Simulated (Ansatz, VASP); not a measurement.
Two plane-wave programs on Se

```
Se
1.0
     0.00000    2.86383    3.72298
     2.86383    0.00000    3.72298
     2.86383    2.86383    0.00000
Se
2
Direct
  0.50000 0.50000 0.50000
  0.75000 0.75000 0.75000
```

Alike in both runs: task single point; functional PBE; k mesh 14 × 14 × 14; occupations gaussian, width 0.15 eV; no spin polarisation.

|  | VASP | Ansatz |
| --- | --- | --- |
| version | VASP 6.6.1 | Ansatz 0.2.0 |
| potentials or method | VASP PAW PBE potentials, release 64 (Se), cutoff 520 eV | scalar-relativistic, plane waves, PAW |
| valence electrons in the cell | 12 | 32 |

VASP gave:

| Property | Result |
| --- | --- |
| gap on the k mesh at the Fermi level (eV) | none |
| pressure (GPa) | -0.8 |
| traceless stress, the component that is largest in VASP (GPa) | 2.04 |

Problem. What did Ansatz give for the same quantities?

Solution. gap on the k mesh at the Fermi level (eV): none; pressure (GPa): -0.8; traceless stress, the component that is largest in VASP (GPa): 2.03.

A gap of «none» marks a metal or a gap that the smearing closes. VASP's potentials hold 12 valence electrons a cell and Ansatz's 32, so a difference there can come from the potentials and not from the codes.
